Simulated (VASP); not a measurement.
A run of VASP 6.6.1 is set up as follows.

Contents of INCAR:

```
ALGO = Normal
EDIFF = 1E-6
ENCUT = 520
GGA = PE
ISIF = 2
ISMEAR = -1
LASPH = True
LCHARG = False
LREAL = False
LWAVE = False
NBANDS = 22
NELM = 60
PREC = Accurate
SIGMA = 0.05
```

File KPOINTS:

```
k-points
0
Gamma
  6 6 6
```

File POSCAR:

```
InSb3
1.0
    4.7414081316      0.0000000000      0.0000000000
    0.0000000000      4.7414081316      0.0000000000
    0.0000000000      0.0000000000      4.7414081316
Sb In
3 1
Direct
    0.5000000000      0.5000000000      0.0000000000
    0.0000000000      0.5000000000      0.5000000000
    0.5000000000      0.0000000000      0.5000000000
    0.0000000000      0.0000000000      0.0000000000
```

Potentials or basis: VASP PAW PBE potentials, release 64 (Sb, In_d).

Launch:

```console
$ cat potpaw_PBE.64/Sb/POTCAR potpaw_PBE.64/In_d/POTCAR > POTCAR
$ mpirun -np 1 vasp_std > vasp.out
```

Problem. Estimate the band gap on the k mesh.

Solution. Zero (band 14 reaches 12.05 eV, above the bottom of band 15 at 7.18 eV).

Problem. What does it give for the pressure?

Solution. 2.4 GPa.

Caveat: spin-orbit coupling is left out, which moves the levels of the heavy elements.
